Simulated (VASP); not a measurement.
Crystal: TiCo3.

```
Ti Co
1.0
     3.52803    0.00000    0.00000
     0.00000    3.52803    0.00000
     0.00000    0.00000    3.52803
Ti Co
1 3
Cartesian
  0.0000 0.0000 0.0000
  0.0000 1.7640 1.7640
  1.7640 0.0000 1.7640
  1.7640 1.7640 0.0000
```

Program: VASP 6.6.1. Alike in all runs: task single point; level PBEsol; potentials or basis VASP PAW PBE potentials, release 64 (Ti_sv, Co); spin collinear, ferromagnetic start; cell as given; k mesh 12 × 12 × 12; cutoff (eV) 520; smearing gaussian 0.15 eV.

Order these runs on this cell by their pressure, lowest first.
A. fixed moment (μB) 6.08
B. fixed moment (μB) 7.6
C. fixed moment (μB) 1.52
D. fixed moment (μB) 2.28

C (0.9 GPa), D (3.0 GPa), A (23.2 GPa), B (32.8 GPa).

Caveats: the PAW data sets were made with another functional, which shifts forces and pressure a little; the total moment is fixed, so each spin has its own Fermi level and the state may be an excited one; the cell stands under pressure (at least some runs).
